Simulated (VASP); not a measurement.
**ZnS: single point with PBEsol**

The system is ZnS.

```xyz
4
Lattice="3.9184 0.0000 0.0000 -1.9592 3.3934 0.0000 0.0000 0.0000 5.8969" Properties=species:S:1:pos:R:3 pbc="T T T"
Zn    0.0000    2.2623    0.0000
Zn    1.9592    1.1311    2.9485
S     0.0000    2.2623    2.2703
S     1.9592    1.1311    5.2188
```

This cell differs from its parent crystal: ratio of the length along z to the lengths across it x 0.92, volume and fractional coordinates fixed.

```
Program             : VASP 6.6.1
Task                : single point
Functional          : PBEsol
Potentials or basis : VASP PAW PBE potentials, release 64 (Zn, S)
Cutoff              : 500 eV
k mesh              : 9 × 9 × 6
Occupations         : gaussian, width 0.05 eV
Spin                : no spin polarisation
```

| Item | Value |
| --- | --- |
| Pressure | -0.9 GPa |
| Largest force | 0.252 eV/Å |
| Band gap on the k mesh | 1.99 eV, direct |

Forces on the atoms (eV/Å):
```
Zn   0.000  0.000 -0.252
Zn   0.000  0.000 -0.252
S    0.000  0.000  0.252
S    0.000  0.000  0.252
```

Stress tensor (GPa, compression positive):
```
-4.11  0.00  0.00
 0.00 -4.11  0.00
 0.00  0.00  5.63
```

Levels at points of the mesh, in eV from the valence-band top:
| k point | band 14 | band 15 | band 16 | band 17 | band 18 | band 19 | band 20 | band 21 | band 22 | band 23 |
| --- | --- | --- | --- | --- | --- | --- | --- | --- | --- | --- |
| (0.00, 0.00, 0.00) | -1.31 | -1.31 | -0.19 | -0.19 | 0.00 | 1.99 | 2.18 | 5.75 | 5.75 | 7.38 |
| (0.00, 0.00, 0.50) | -2.72 | -0.78 | -0.78 | -0.78 | -0.78 | 3.03 | 3.03 | 6.20 | 6.20 | 6.20 |

It took 48 s on 1 thread of Intel(R) Xeon(R) Platinum 8559C (Emerald Rapids), with other jobs on the host, peak memory 0.23 GiB.

Caveat: the PAW data sets were made with another functional, which shifts forces and pressure a little. A k mesh can miss the band edges.
